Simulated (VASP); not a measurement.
# SnO2 (R-3m) in VASP: settings compared

Aim: see how the results for SnO2 move with the level of theory and the settings. Levels: BLYP, PBEsol. Tasks: single point.

Program: VASP 6.6.1. These are calculated values, not measurements. Logs are shortened: lines on timing, memory, paths and dates and some standing lists are left out, and cuts for length are marked.

### 1 The cell of the first run

Symmetry: R-3m, No. 166, trigonal system. The conventional cell has a = 3.234 Å, b = 3.234 Å, c = 14.402 Å, α = 90.00°, β = 90.00°, γ = 120.00°. Sn (site symmetry -3m) has 6 O at 2.13 Å within 2.8 Å. O (site symmetry 3m) has 3 Sn at 2.13 Å and 3 O at 2.76 Å within 2.8 Å.

### 2 Single point, BLYP

The input, INCAR:

```
SYSTEM = SnO2
PREC     = Accurate       ! precision mode
ENCUT    = 520            ! plane-wave cutoff, eV
EDIFF    = 1E-6           ! SCF threshold, eV
ISMEAR   = 0              ! smearing method
SIGMA    = 0.01           ! smearing width, eV
LREAL    = .FALSE.        ! projectors in reciprocal space
LASPH    = .TRUE.         ! aspherical terms in the spheres
NELM     = 100            ! most SCF steps
ALGO     = Normal         ! electronic algorithm
ISIF     = 2              ! what is computed and relaxed
LWAVE    = .FALSE.        ! write WAVECAR
LCHARG   = .FALSE.        ! write CHGCAR
GGA      = B5             ! functional
ALDAX    = 1.0          
AGGAX    = 1.0          
AGGAC    = 1.0          
ALDAC    = 0.0          
NBANDS   = 20             ! bands
```

The input, KPOINTS:

```
Automatic mesh
0
G
  6 6 6
  0 0 0
```

The input, POSCAR:

```
SnO2
1.0
    1.6170930000      0.9336290000      4.8005930000
   -1.6170930000      0.9336290000      4.8005930000
    0.0000000000     -1.8672580000      4.8005930000
Sn O
1 2
Direct
    0.5000000000      0.5000000000      0.5000000000
    0.2371700000      0.2371700000      0.2371700000
    0.7628300000      0.7628300000      0.7628300000
```

Potentials or basis: VASP PAW PBE potentials, release 64 (Sn_d, O).

The run is started by

```
> cat potpaw_PBE.64/Sn_d/POTCAR potpaw_PBE.64/O/POTCAR > POTCAR
> mpirun -np 1 vasp_std > vasp.out
```

OUTCAR:

```text
SYSTEM = SnO2
   PREC = Accurate
   ENCUT = 520
   EDIFF = 1E-6
   ISMEAR = 0
   LREAL = .FALSE.
   LASPH = .TRUE.
   NELM = 100
   ISIF = 2
   GGA = B5

 ion  position               nearest neighbor table
   1  0.500  0.500  0.500-   2 2.13   3 2.13   2 2.13   2 2.13   3 2.13   3 2.13
   2  0.237  0.237  0.237-   1 2.13   1 2.13   1 2.13
   3  0.763  0.763  0.763-   1 2.13   1 2.13   1 2.13

  LATTYP: Found a trigonal (rhomboedric) cell.
 ALAT       =     5.1509558367
 COS(alpha) =     0.8028828836

  Lattice vectors:

 A1 = (   1.6170930000,   0.9336290000,   4.8005930000)
 A2 = (  -1.6170930000,   0.9336290000,   4.8005930000)
 A3 = (   0.0000000000,  -1.8672580000,   4.8005930000)

Analysis of symmetry for initial positions (statically):
=====================================================================
 Subroutine PRICEL returns:
 Original cell was already a primitive cell.

 Routine SETGRP: Setting up the symmetry group for a
 trigonal (rhombohedral) supercell.

 Subroutine GETGRP returns: Found 12 space group operations
 (whereof 12 operations were pure point group operations)
 out of a pool of 12 trial point group operations.

The static configuration has the point symmetry D_3d.

Analysis of symmetry for dynamics (positions and initial velocities):
=====================================================================
 Subroutine PRICEL returns:
 Original cell was already a primitive cell.

 Routine SETGRP: Setting up the symmetry group for a
 trigonal (rhombohedral) supercell.

 Subroutine GETGRP returns: Found 12 space group operations
 (whereof 12 operations were pure point group operations)
 out of a pool of 12 trial point group operations.

The dynamic configuration has the point symmetry D_3d.

 Subroutine INISYM returns: Found 12 space group operations
 (whereof 12 operations are pure point group operations),
 and found     1 'primitive' translations

----------------------------------------------------------------------------------------

                                     Primitive cell

  volume of cell :      43.4866

  direct lattice vectors                    reciprocal lattice vectors
     1.617093000  0.933629000  4.800593000     0.309196812  0.178514878  0.069435866
    -1.617093000  0.933629000  4.800593000    -0.309196812  0.178514878  0.069435866
     0.000000000 -1.867258000  4.800593000     0.000000000 -0.357029755  0.069435866

  length of vectors
     5.150955837  5.150955837  5.150955794     0.363719080  0.363719080  0.363719103

  position of ions in fractional coordinates (direct lattice)
     0.500000000  0.500000000  0.500000000
     0.237170000  0.237170000  0.237170000
     0.762830000  0.762830000  0.762830000

  ion indices of the primitive-cell ions
   primitive index   ion index
                 1           1
                 2           2
                 3           3

----------------------------------------------------------------------------------------

 KPOINTS: Automatic mesh

Automatic generation of k-mesh.
 Grid dimensions read from file:
 generate k-points for:    6    6    6

 Generating k-lattice:

  Cartesian coordinates                     Fractional coordinates (reciprocal lattice)
     0.051532802  0.029752480  0.011572644     0.166666667  0.000000000  0.000000000
    -0.051532802  0.029752480  0.011572644     0.000000000  0.166666667  0.000000000
     0.000000000 -0.059504959  0.011572644     0.000000000  0.000000000  0.166666667

  Length of vectors
     0.060619847  0.060619847  0.060619850

  Shift w.r.t. Gamma in fractional coordinates (k-lattice)
     0.000000000  0.000000000  0.000000000

 Subroutine IBZKPT returns following result:
 ===========================================

 Found     32 irreducible k-points:

 Following reciprocal coordinates:
            Coordinates               Weight
  0.000000  0.000000  0.000000      1.000000
  0.166667  0.000000  0.000000      6.000000
  0.333333  0.000000 -0.000000      6.000000
  0.500000  0.000000 -0.000000      3.000000
  0.166667  0.166667  0.000000      6.000000
  0.333333  0.166667 -0.000000     12.000000
[... 16 lines left out ...]
  0.500000  0.500000  0.166667      6.000000
 -0.333333  0.500000  0.166667     12.000000
 [... further k-points ...]
   k-points           NKPTS =     32   k-points in BZ     NKDIM =     32   number of bands    NBANDS=     20
   number of dos      NEDOS =    301   number of ions     NIONS =      3
   total plane-waves  NPLWV =  64000
   dimension x,y,z NGX =    40 NGY =   40 NGZ =   40
   dimension x,y,z NGXF=    80 NGYF=   80 NGZF=   80
   ions per type =               1   2
   NGX,Y,Z   is equivalent  to a cutoff of  12.91, 12.91, 12.91 a.u.
   NGXF,Y,Z  is equivalent  to a cutoff of  25.82, 25.82, 25.82 a.u.
 SYSTEM =  SnO2
   PREC   = accura    normal or accurate (medium, high low for compatibility)
   ISTART =      0    job   : 0-new  1-cont  2-samecut
   ICHARG =      2    charge: 1-file 2-atom 10-const
   ISPIN  =      1    spin polarized calculation?
   LNONCOLLINEAR =      F non collinear calculations
   LSORBIT =      F    spin-orbit coupling
   LASPH  =      T    aspherical Exc in radial PAW
   ENCUT  =  520.0 eV  38.22 Ry    6.18 a.u.   9.58  9.58  9.58*2*pi/ulx,y,z
   NELM   =    100;   NELMIN=  2; NELMDL= -5     # of ELM steps
   EDIFF  = 0.1E-05   stopping-criterion for ELM
   LREAL  =      F    real-space projection
   EDIFFG = 0.1E-04   stopping-criterion for IOM
   NSW    =      0    number of steps for IOM
   IBRION =     -1    ionic relax: 0-MD 1-quasi-New 2-CG
   NFREE  =      0    steps in history (QN), initial steepest desc. (CG)
   ISIF   =      2    stress and relaxation
   ISYM   =      2    0-nonsym 1-usesym 2-fastsym
   POTIM  = 0.5000    time-step for ionic-motion
   TEBEG  =    0.0;   TEEND  =   0.0 temperature during run
   PSTRESS=    0.0 pullay stress
   NELECT =      26.0000    total number of electrons
   NUPDOWN=      -1.0000    fix difference up-down
   EMIN   =  10.00;   EMAX   =-10.00  energy-range for DOS
   EFERMI =   0.00;   METHOD = LEGACY
   ISMEAR =     0;   SIGMA  =   0.01  broadening in eV -4-tet -1-fermi 0-gaus
   EFERMI_NEDOS =   21; number of points for ismear=-14 and -15
   IALGO  =     38    algorithm
   IMIX   =      4    mixing-type and parameters
     AMIX     =   0.40;   BMIX     =  1.00
     AMIX_MAG =   1.60;   BMIX_MAG =  1.00
  volume/ion in A,a.u.               =      14.50        97.82
  Fermi-wavevector in a.u.,A,eV,Ry     =   1.379158  2.606231 25.879338  1.902078
  Thomas-Fermi vector in A             =   2.504154
   LORBIT       =      0    0 simple, 1 ext, 2 COOP (PROOUT), +10 PAW based schemes
   GGA     = B5    functional components
   LHFCALC =     F    Hartree Fock is set to
   AEXX    =    0.0000 exact exchange contribution
   IVDW    =     0    specifies the selected vdW correction
   LEPSILON=     F    determine dielectric tensor
   LRPA    =     F    only Hartree local field effects (RPA)
 non-spin polarized calculation
 Gauss-broadening in eV      SIGMA  =   0.01
  energy-cutoff  :      520.00
  volume of cell :       43.49
 maximum number of plane-waves:      1188
 NGX is ok and might be reduce to    40
   NGX = 19   NGY = 19   NGZ = 19

 number of electron      26.0000004 magnetization

 Free energy of the ion-electron system (eV)
  ---------------------------------------------------
  ext. energy  EPLUGINS =         0.00000000
  ---------------------------------------------------
  free energy    TOTEN  =       -16.94190788 eV

  energy without entropy =      -16.94190788  energy(sigma->0) =      -16.94190788

 E-fermi :   3.6278     XC(G=0):  -9.6132

 val. band max:        3.5806516239   @ k =  -0.1667   0.1667   0.0000
 cond. band min:       5.4906000163   @ k =   0.0000   0.0000   0.0000
 fundamental gap:      1.9099483924
 Fermi energy:         3.6277818274

 k-point     1 :       0.0000    0.0000    0.0000
  band No.  band energies     occupation
      1     -16.4025      2.00000
      2     -16.2289      2.00000
      3     -16.2289      2.00000
      4     -16.0399      2.00000
      5     -16.0399      2.00000
      6     -14.2563      2.00000
[... 12 lines left out ...]
     19      20.9084      0.00000
     20      20.9085      0.00000

 k-point     2 :       0.1667    0.0000    0.0000
  band No.  band energies     occupation
      1     -16.4487      2.00000
      2     -16.2870      2.00000
      3     -16.1792      2.00000
      4     -16.0795      2.00000
      5     -16.0377      2.00000
      6     -14.0522      2.00000
[... 12 lines left out ...]
     19      18.0627      0.00000
     20      21.0774      0.00000

 k-point     3 :       0.3333    0.0000   -0.0000
  band No.  band energies     occupation
      1     -16.8143      2.00000
      2     -16.1748      2.00000
      3     -16.1337      2.00000
      4     -16.0672      2.00000
      5     -15.9763      2.00000
      6     -13.4736      2.00000
[... 12 lines left out ...]
     19      16.5780      0.00000
     20      19.1265      0.00000

 k-point     4 :       0.5000    0.0000   -0.0000
  band No.  band energies     occupation
      1     -16.9759      2.00000
      2     -16.1837      2.00000
      3     -16.1350      2.00000
      4     -16.0048      2.00000
      5     -15.9199      2.00000
      6     -13.0609      2.00000
[... 12 lines left out ...]
     19      16.9209      0.00000
     20      17.0700      0.00000

 k-point     5 :       0.1667    0.1667    0.0000
  band No.  band energies     occupation
      1     -16.4484      2.00000
      2     -16.2869      2.00000
      3     -16.1792      2.00000
      4     -16.0797      2.00000
      5     -16.0377      2.00000
      6     -14.0482      2.00000
[... 12 lines left out ...]
     19      17.8740      0.00000
     20      21.1748      0.00000

 k-point     6 :       0.3333    0.1667   -0.0000
  band No.  band energies     occupation
      1     -16.6494      2.00000
      2     -16.3028      2.00000
      3     -16.1103      2.00000
      4     -16.1062      2.00000
      5     -15.9964      2.00000
      6     -13.5854      2.00000
[... 12 lines left out ...]
     19      17.1045      0.00000
     20      19.5828      0.00000

 k-point     7 :       0.5000    0.1667   -0.0000
  band No.  band energies     occupation
      1     -16.8416      2.00000
      2     -16.3079      2.00000
      3     -16.1402      2.00000
      4     -16.0449      2.00000
      5     -15.9685      2.00000
      6     -12.8468      2.00000
[... 12 lines left out ...]
     19      17.4666      0.00000
     20      17.6731      0.00000
[... 277 lines left out ...]
 k-point    20 :       0.5000    0.3333    0.1667
  band No.  band energies     occupation
      1     -16.6513      2.00000
      2     -16.3032      2.00000
      3     -16.1097      2.00000
      4     -16.1064      2.00000
      5     -15.9963      2.00000
      6     -13.5464      2.00000
[... 12 lines left out ...]
     19      16.9918      0.00000
     20      19.4178      0.00000

 k-point    21 :      -0.3333    0.3333    0.1667
  band No.  band energies     occupation
      1     -16.8420      2.00000
      2     -16.3081      2.00000
      3     -16.1401      2.00000
      4     -16.0449      2.00000
      5     -15.9681      2.00000
      6     -12.8361      2.00000
[... 12 lines left out ...]
     19      17.5040      0.00000
     20      18.4801      0.00000

 k-point    22 :      -0.1667    0.3333    0.1667
  band No.  band energies     occupation
      1     -16.8400      2.00000
      2     -16.3080      2.00000
      3     -16.1401      2.00000
      4     -16.0447      2.00000
      5     -15.9688      2.00000
      6     -12.8766      2.00000
[... 12 lines left out ...]
     19      17.0109      0.00000
     20      19.0559      0.00000

 k-point    23 :       0.5000    0.5000    0.1667
  band No.  band energies     occupation
      1     -16.8144      2.00000
      2     -16.1745      2.00000
      3     -16.1331      2.00000
      4     -16.0678      2.00000
      5     -15.9764      2.00000
      6     -13.4465      2.00000
[... 12 lines left out ...]
     19      16.4215      0.00000
     20      19.7954      0.00000

 k-point    24 :      -0.3333    0.5000    0.1667
  band No.  band energies     occupation
      1     -16.8414      2.00000
      2     -16.3082      2.00000
      3     -16.1400      2.00000
      4     -16.0447      2.00000
      5     -15.9680      2.00000
      6     -12.8461      2.00000
[... 12 lines left out ...]
     19      17.4433      0.00000
     20      19.4573      0.00000

 [... further k-points ...]
[... 5 lines left out ...]
  --------------------------------------------------------------------------------------
  -------------------------------------------------------------------------------------
  Total        1.6049686      1.6049683      0.3694072      0.0000000      0.0000000     -0.0000000
  in kB       59.1318758     59.1318658     13.6100724      0.0000000      0.0000000     -0.0000000
  external PRESSURE =      43.9579380 kB  Pullay stress =       0.0000000 kB

 VOLUME and BASIS-vectors are now :
 -----------------------------------------------------------------------------
  energy-cutoff  :      520.00
  volume of cell :       43.49
      direct lattice vectors                 reciprocal lattice vectors
     1.617093000  0.933629000  4.800593000     0.309196812  0.178514878  0.069435866
    -1.617093000  0.933629000  4.800593000    -0.309196812  0.178514878  0.069435866
     0.000000000 -1.867258000  4.800593000     0.000000000 -0.357029755  0.069435866

 POSITION                                       TOTAL-FORCE (eV/Angst)
 -----------------------------------------------------------------------------------
      0.00000      0.00000      7.20089         0.000000     -0.000000     -0.000000
      0.00000      0.00000      3.41567        -0.000000     -0.000000      0.092803
      0.00000      0.00000     10.98611        -0.000000      0.000000     -0.092803
 -----------------------------------------------------------------------------------
    total drift:                                0.000000      0.000000      0.000000

  FREE ENERGIE OF THE ION-ELECTRON SYSTEM (eV)
  ---------------------------------------------------
  free  energy   TOTEN  =       -16.9419078781 eV

  energy  without entropy=      -16.9419078781  energy(sigma->0) =      -16.94190788
```

Run time: 35 s. Hardware: 1 thread of Intel Xeon 6975P-C (Granite Rapids), shared host; peak memory 0.23 GiB.

What came out:

```yaml
Free_energy: -16.9419 eV
Pressure: 4.4 GPa
Largest_force: 0.093 eV/Å
Band_gap_on_the_k_mesh: 1.91 eV, indirect (least direct gap 2.02 eV)
```

Forces in eV/Å, atoms in the order of the input:
```
Sn   0.000  0.000  0.000
O    0.000  0.000  0.093
O    0.000  0.000 -0.093
```

Stress tensor (GPa, compression positive):
```
5.91 0.00 0.00
0.00 5.91 0.00
0.00 0.00 1.36
```

Caveat: the PAW data sets were made with another functional, which shifts forces and pressure a little; spin-orbit coupling is left out, which moves the levels of the heavy elements. A k mesh can miss the band edges.

### 3 Single point, PBEsol

The input, INCAR:

```
SYSTEM = SnO2
ALGO = Normal ; EDIFF = 1E-6
ENCUT = 520 ; GGA = PS
ISIF = 2 ; ISMEAR = 0
LASPH = .TRUE. ; LCHARG = .TRUE.
LELF = .TRUE. ; LREAL = .FALSE.
LVHAR = .TRUE. ; LWAVE = .FALSE.
NBANDS = 20 ; NELM = 80
PREC = Accurate ; SIGMA = 0.01
```

The input, KPOINTS:

```
k-points
0
G
  6 6 6
  0 0 0
```

POSCAR is that of step 2.

Potentials or basis: VASP PAW PBE potentials, release 64 (Sn_d, O).

The run is started by

```
> cat potpaw_PBE.64/Sn_d/POTCAR potpaw_PBE.64/O/POTCAR > POTCAR
> mpirun -np 1 vasp_std > vasp.out
```

It took 30 s on 1 thread of Intel Xeon 6975P-C (Granite Rapids), shared host; peak memory 0.23 GiB.

The run converged. Its results:

* Free energy: -19.2966 eV
* Pressure: -4.6 GPa
* Largest force: 0.347 eV/Å
* Band gap on the k mesh: 1.85 eV, indirect (least direct gap 1.97 eV)

Forces in eV/Å, atoms in the order of the input:
```
Sn   0.000  0.000  0.000
O    0.000  0.000 -0.347
O    0.000  0.000  0.347
```

Stress tensor (GPa, compression positive):
```
-5.12  0.00  0.00
 0.00 -5.12  0.00
 0.00  0.00 -3.61
```

Levels at points of the mesh, in eV from the valence-band top:
```
           k point  band 9  band 10  band 11  band 12  band 13  band 14  band 15  band 16  band 17  band 18
(0.00, 0.00, 0.00)   -1.28    -1.28    -0.90    -0.90    -0.12     1.85     5.57    10.87    10.87    11.55
(0.50, 0.00, 0.00)   -4.18    -2.97    -1.48    -0.60    -0.56     5.23     7.58     9.92    12.14    12.53
(0.50, 0.50, 0.00)   -4.41    -3.06    -1.15    -0.46    -0.02     4.96     6.77    10.58    11.15    12.41
(0.50, 0.50, 0.50)   -1.35    -1.35    -1.28    -0.85    -0.85     3.11     5.52    11.05    11.05    11.97
```

Caveat: the PAW data sets were made with another functional, which shifts forces and pressure a little; spin-orbit coupling is left out, which moves the levels of the heavy elements.
